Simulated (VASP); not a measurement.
# Co (P6_3/mmc) in VASP: a series of runs

Runs on Co. Level: LDA. Tasks: single point.

Everything below comes from runs of VASP 6.6.1. Logs are shortened: lines on timing, memory, paths and dates and some standing lists are left out, and cuts for length are marked.

### Step 1. The cell of the first run

Symmetry: P6_3/mmc, No. 194, hexagonal system. The conventional cell has a = 2.040 Å, b = 2.040 Å, c = 3.306 Å, α = 90.00°, β = 90.00°, γ = 120.00°. Co (site symmetry -6m2) has 12 Co at 2.03 to 2.04 Å within 2.7 Å.

### Step 2. Single point, LDA, collinear spin, ferromagnetic start

INCAR reads:

```
  PREC = Accurate
  ENCUT = 520
  EDIFF = 1E-6
  ISMEAR = -1
  SIGMA = 0.1
  LREAL = F
  LASPH = T
  NELM = 150
  ALGO = Normal
  ISIF = 2
  LWAVE = F
  LCHARG = F
  ISPIN = 2
  MAGMOM = 1.7 1.7
  LORBIT = 11
  LMAXMIX = 4
  GGA = CA
  NBANDS = 20
```

KPOINTS reads:

```
regular mesh
0
Gamma
  21 21 12
```

POSCAR reads:

```
Co
1.0
    2.0403594688      0.0000000000      0.0000000000
   -1.0201797344      1.7670031328      0.0000000000
    0.0000000000      0.0000000000      3.3061983691
Co
2
Direct
    0.3333333333      0.6666666667      0.2500000000
    0.6666666667      0.3333333333      0.7500000000
```

Potentials or basis: VASP PAW LDA potentials, release 64 (Co).

Launch:

```bash
cat potpaw_LDA.64/Co/POTCAR > POTCAR
mpirun -np 1 vasp_std > vasp.out
```

OUTCAR:

```text
PREC = Accurate
   ENCUT = 520
   EDIFF = 1E-6
   ISMEAR = -1
   LREAL = F
   LASPH = T
   NELM = 150
   ISIF = 2
   ISPIN = 2
   LORBIT = 11
   GGA = CA

 ion  position               nearest neighbor table
   1  0.333  0.667  0.250-   2 2.03   2 2.03   2 2.03   2 2.03   2 2.03   2 2.03   2 2.88   2 2.88
                             2 2.88   2 2.88   2 2.88   2 2.88
   2  0.667  0.333  0.750-   1 2.03   1 2.03   1 2.03   1 2.03   1 2.03   1 2.03   1 2.88   1 2.88
                             1 2.88   1 2.88   1 2.88   1 2.88

  LATTYP: Found a hexagonal cell.
 ALAT       =     2.0403594688
 C/A-ratio  =     1.6203999441

  Lattice vectors:

 A1 = (   2.0403594688,   0.0000000000,   0.0000000000)
 A2 = (  -1.0201797344,   1.7670031328,   0.0000000000)
 A3 = (   0.0000000000,   0.0000000000,   3.3061983691)

Analysis of symmetry for initial positions (statically):
=====================================================================
 Subroutine PRICEL returns:
 Original cell was already a primitive cell.

 Routine SETGRP: Setting up the symmetry group for a
 hexagonal supercell.

 Subroutine GETGRP returns: Found 24 space group operations
 (whereof 12 operations were pure point group operations)
 out of a pool of 24 trial point group operations.

The static configuration has the point symmetry D_3d.
 The point group associated with its full space group is D_6h.

Analysis of symmetry for dynamics (positions and initial velocities):
=====================================================================
 Subroutine PRICEL returns:
 Original cell was already a primitive cell.

 Routine SETGRP: Setting up the symmetry group for a
 hexagonal supercell.

 Subroutine GETGRP returns: Found 24 space group operations
 (whereof 12 operations were pure point group operations)
 out of a pool of 24 trial point group operations.

The dynamic configuration has the point symmetry D_3d.
 The point group associated with its full space group is D_6h.

Analysis of structural, dynamic, and magnetic symmetry:
=====================================================================
 Subroutine PRICEL returns:
 Original cell was already a primitive cell.

 Routine SETGRP: Setting up the symmetry group for a
 hexagonal supercell.

 Subroutine GETGRP returns: Found 24 space group operations
 (whereof 12 operations were pure point group operations)
 out of a pool of 24 trial point group operations.

The overall configuration has the point symmetry D_3d.
 The point group associated with its full space group is D_6h.

 Subroutine INISYM returns: Found 24 space group operations
 (whereof 12 operations are pure point group operations),
 and found     1 'primitive' translations

----------------------------------------------------------------------------------------

                                     Primitive cell

  volume of cell :      11.9199

  direct lattice vectors                    reciprocal lattice vectors
     2.040359469  0.000000000  0.000000000     0.490109716  0.282964977  0.000000000
    -1.020179734  1.767003133  0.000000000     0.000000000  0.565929953  0.000000000
     0.000000000  0.000000000  3.306198369     0.000000000  0.000000000  0.302462190

  length of vectors
     2.040359469  2.040359469  3.306198369     0.565929953  0.565929953  0.302462190

  position of ions in fractional coordinates (direct lattice)
     0.333333333  0.666666667  0.250000000
     0.666666667  0.333333333  0.750000000

  ion indices of the primitive-cell ions
   primitive index   ion index
                 1           1
                 2           2

----------------------------------------------------------------------------------------

 KPOINTS: regular mesh

Automatic generation of k-mesh.
 Grid dimensions read from file:
 generate k-points for:   21   21   12

 Generating k-lattice:

  Cartesian coordinates                     Fractional coordinates (reciprocal lattice)
     0.023338558  0.013474523  0.000000000     0.047619048 -0.000000000  0.000000000
     0.000000000  0.026949045  0.000000000     0.000000000  0.047619048  0.000000000
     0.000000000  0.000000000  0.025205183     0.000000000  0.000000000  0.083333333

  Length of vectors
     0.026949045  0.026949045  0.025205183

  Shift w.r.t. Gamma in fractional coordinates (k-lattice)
     0.000000000  0.000000000  0.000000000

 Subroutine IBZKPT returns following result:
 ===========================================

 Found    336 irreducible k-points:

 Following reciprocal coordinates:
            Coordinates               Weight
  0.000000  0.000000  0.000000      1.000000
  0.047619  0.000000  0.000000      6.000000
  0.095238  0.000000  0.000000      6.000000
  0.142857  0.000000  0.000000      6.000000
  0.190476  0.000000  0.000000      6.000000
  0.238095  0.000000  0.000000      6.000000
[... 16 lines left out ...]
  0.142857  0.095238  0.000000     12.000000
  0.190476  0.095238  0.000000     12.000000
 [... further k-points ...]
   k-points           NKPTS =    336   k-points in BZ     NKDIM =    336   number of bands    NBANDS=     20
   number of dos      NEDOS =    301   number of ions     NIONS =      2
   total plane-waves  NPLWV =   7168
   dimension x,y,z NGX =    16 NGY =   16 NGZ =   28
   dimension x,y,z NGXF=    32 NGYF=   32 NGZF=   56
   ions per type =               2
   NGX,Y,Z   is equivalent  to a cutoff of  13.04, 13.04, 14.08 a.u.
   NGXF,Y,Z  is equivalent  to a cutoff of  26.07, 26.07, 28.16 a.u.
 SYSTEM =  unknown system
   PREC   = accura    normal or accurate (medium, high low for compatibility)
   ISTART =      0    job   : 0-new  1-cont  2-samecut
   ICHARG =      2    charge: 1-file 2-atom 10-const
   ISPIN  =      2    spin polarized calculation?
   LNONCOLLINEAR =      F non collinear calculations
   LSORBIT =      F    spin-orbit coupling
   LASPH  =      T    aspherical Exc in radial PAW
   ENCUT  =  520.0 eV  38.22 Ry    6.18 a.u.   3.79  3.79  6.15*2*pi/ulx,y,z
   NELM   =    150;   NELMIN=  2; NELMDL= -5     # of ELM steps
   EDIFF  = 0.1E-05   stopping-criterion for ELM
   LREAL  =      F    real-space projection
   EDIFFG = 0.1E-04   stopping-criterion for IOM
   NSW    =      0    number of steps for IOM
   IBRION =     -1    ionic relax: 0-MD 1-quasi-New 2-CG
   NFREE  =      0    steps in history (QN), initial steepest desc. (CG)
   ISIF   =      2    stress and relaxation
   ISYM   =      2    0-nonsym 1-usesym 2-fastsym
   POTIM  = 0.5000    time-step for ionic-motion
   TEBEG  =    0.0;   TEEND  =   0.0 temperature during run
   PSTRESS=    0.0 pullay stress
   NELECT =      18.0000    total number of electrons
   NUPDOWN=      -1.0000    fix difference up-down
   EMIN   =  10.00;   EMAX   =-10.00  energy-range for DOS
   EFERMI =   0.00;   METHOD = LEGACY
   ISMEAR =    -1;   SIGMA  =   0.10  broadening in eV -4-tet -1-fermi 0-gaus
   EFERMI_NEDOS =   21; number of points for ismear=-14 and -15
   IALGO  =     38    algorithm
   IMIX   =      4    mixing-type and parameters
     AMIX     =   0.40;   BMIX     =  1.00
     AMIX_MAG =   1.60;   BMIX_MAG =  1.00
  volume/ion in A,a.u.               =       5.96        40.22
  Fermi-wavevector in a.u.,A,eV,Ry     =   1.878198  3.549279 47.996286  3.527628
  Thomas-Fermi vector in A             =   2.922299
   LORBIT       =     11    0 simple, 1 ext, 2 COOP (PROOUT), +10 PAW based schemes
   GGA     = CA    functional components
   LHFCALC =     F    Hartree Fock is set to
   AEXX    =    0.0000 exact exchange contribution
   IVDW    =     0    specifies the selected vdW correction
   LEPSILON=     F    determine dielectric tensor
   LRPA    =     F    only Hartree local field effects (RPA)
 spin polarized calculation
  energy-cutoff  :      520.00
  volume of cell :       11.92
 maximum number of plane-waves:       339
 NGX is ok and might be reduce to    16
   NGX =  7   NGY =  7   NGZ = 13

 number of electron      17.9999999 magnetization      -0.0310285

 number of electron      17.9999999 magnetization       0.0025495

 Free energy of the ion-electron system (eV)
  ---------------------------------------------------
  ext. energy  EPLUGINS =         0.00000000
  ---------------------------------------------------
  free energy    TOTEN  =        -9.61119075 eV

  energy without entropy =       -9.53284804  energy(sigma->0) =       -9.57201939

 E-fermi :  22.5188     XC(G=0): -17.6190

 val. band max:       22.5177946560   @ k =   0.2857   0.0952   0.4167
 cond. band min:      22.5188225742   @ k =   0.2857   0.0952   0.4167
 fundamental gap:      0.0010279182
 Fermi energy:        22.5187611489

 spin component 1

 k-point     1 :       0.0000    0.0000    0.0000
  band No.  band energies     occupation
      1       9.4347      1.00000
      2      12.8196      1.00000
      3      18.0520      1.00000
      4      18.1108      1.00000
      5      18.1108      1.00000
      6      18.9837      1.00000
[... 12 lines left out ...]
     19      59.6523      0.00000
     20      59.6523      0.00000
[... 507 lines left out ...]
 k-point    24 :       0.1905    0.0952    0.0000
  band No.  band energies     occupation
      1      12.5262      1.00000
      2      14.4060      1.00000
      3      15.9338      1.00000
      4      16.0284      1.00000
      5      18.2357      1.00000
      6      18.2520      1.00000
[... 12 lines left out ...]
     19      57.8817      0.00000
     20      59.0568      0.00000

 [... further k-points ...]

 spin component 2

 k-point     1 :       0.0000    0.0000    0.0000
  band No.  band energies     occupation
      1       9.4348      1.00000
      2      12.8202      1.00000
      3      18.0528      1.00000
      4      18.1116      1.00000
      5      18.1116      1.00000
      6      18.9846      1.00000
[... 12 lines left out ...]
     19      59.6527      0.00000
     20      59.9414      0.00000
[... 507 lines left out ...]
 k-point    24 :       0.1905    0.0952    0.0000
  band No.  band energies     occupation
      1      12.5265      1.00000
      2      14.4067      1.00000
      3      15.9344      1.00000
      4      16.0291      1.00000
      5      18.2365      1.00000
      6      18.2528      1.00000
[... 12 lines left out ...]
     19      57.8823      0.00000
     20      59.0860      0.00000

 [... further k-points ...]
[... 5 lines left out ...]
  --------------------------------------------------------------------------------------
  -------------------------------------------------------------------------------------
  Total       33.3145174     33.3145174     33.2735964     -0.0000000     -0.0000000      0.0000000
  in kB     4477.8670434   4477.8670433   4472.3667730     -0.0000000     -0.0000000      0.0000000
  external PRESSURE =    4476.0336199 kB  Pullay stress =       0.0000000 kB

 VOLUME and BASIS-vectors are now :
 -----------------------------------------------------------------------------
  energy-cutoff  :      520.00
  volume of cell :       11.92
      direct lattice vectors                 reciprocal lattice vectors
     2.040359469  0.000000000  0.000000000     0.490109716  0.282964977  0.000000000
    -1.020179734  1.767003133  0.000000000     0.000000000  0.565929953  0.000000000
     0.000000000  0.000000000  3.306198369     0.000000000  0.000000000  0.302462190

 POSITION                                       TOTAL-FORCE (eV/Angst)
 -----------------------------------------------------------------------------------
     -0.00000      1.17800      0.82655        -0.000000      0.000000      0.000000
      1.02018      0.58900      2.47965         0.000000     -0.000000      0.000000
 -----------------------------------------------------------------------------------
    total drift:                                0.000000     -0.000000     -0.000000

  FREE ENERGIE OF THE ION-ELECTRON SYSTEM (eV)
  ---------------------------------------------------
  free  energy   TOTEN  =        -9.6111907490 eV

  energy  without entropy=       -9.5328480402  energy(sigma->0) =       -9.57201939

 total charge

# of ion       s       p       d       tot
------------------------------------------
    1        0.859   1.310   8.137  10.305
    2        0.859   1.310   8.137  10.305
--------------------------------------------------
tot          1.717   2.619  16.274  20.611

 magnetization (x)

# of ion       s       p       d       tot
------------------------------------------
    1       -0.000  -0.000   0.001   0.001
    2       -0.000  -0.000   0.001   0.001
--------------------------------------------------
tot         -0.000  -0.000   0.001   0.001
```

It took 1.8 min on 1 thread of AMD EPYC 9R14 (Zen 4), shared host; peak memory 0.18 GiB.

What came out:

- Free energy: -9.6112 eV
- Pressure: 447.6 GPa
- Band gap on the k mesh: zero (filled and empty bands overlap)
- Net moment: 0.00 μB per cell

Levels at points of the mesh, in eV from the Fermi level:
Spin up:
```csv
k point,band 6,band 7,band 8,band 9,band 10,band 11,band 12,band 13
"(0.00, 0.00, 0.00)",-3.54,-3.54,-2.60,-2.60,-0.22,0.16,0.16,13.69
"(0.00, 0.00, 0.50)",-4.54,-4.54,-4.54,-0.55,-0.55,-0.55,-0.55,22.54
```
Spin down:
```csv
k point,band 5,band 6,band 7,band 8,band 9,band 10,band 11,band 12,band 13,band 14
"(0.00, 0.00, 0.00)",-4.41,-3.53,-3.53,-2.60,-2.60,-0.22,0.16,0.16,13.70,25.90
"(0.00, 0.00, 0.50)",-4.54,-4.54,-4.54,-4.54,-0.55,-0.55,-0.55,-0.55,22.54,22.54
```

Caveat: the starting moments collapsed, and a magnetic state may lie lower.

[end of part 1 of 2]
